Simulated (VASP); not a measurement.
PbS (Galena): single point with PBE

Crystal: PbS (Galena).

```
Pb S
1.0
     0.00000    3.00478    3.00478
     3.00478    0.00000    3.00478
     3.00478    3.00478    0.00000
Pb S
1 1
Cartesian
  0.0000 0.0000 0.0000
  3.0048 3.0048 3.0048
```

```json
{"Program": "VASP 6.6.1", "Task": "single point", "Functional": "PBE", "Potentials or basis": "VASP PAW PBE potentials, release 64 (Pb_d, S)", "Cutoff": "500 eV", "k mesh": "6 × 6 × 6", "Occupations": "gaussian, width 0.01 eV", "Spin": "no spin polarisation"}
```

The pressure is -0.1 GPa and the band gap on the k mesh is 0.50 eV, direct.

Levels at points of the mesh, in eV from the valence-band top:
| k point | band 7 | band 8 | band 9 | band 10 | band 11 | band 12 | band 13 | band 14 |
| --- | --- | --- | --- | --- | --- | --- | --- | --- |
| (0.00, 0.00, 0.00) | -6.07 | -1.94 | -1.94 | -1.94 | 5.14 | 5.14 | 5.14 | 6.87 |
| (0.50, 0.00, 0.00) | -8.59 | -1.58 | -1.58 | 0.00 | 0.50 | 2.08 | 2.08 | 8.65 |
| (0.50, 0.50, 0.00) | -7.11 | -4.82 | -3.15 | -3.15 | 4.07 | 5.48 | 5.57 | 5.57 |

It took 13 s on 1 thread of Intel Xeon 6975P-C (shared host), peak memory 0.17 GiB.

Caveat: spin-orbit coupling is left out, which moves the levels of the heavy elements. A k mesh can miss the band edges.
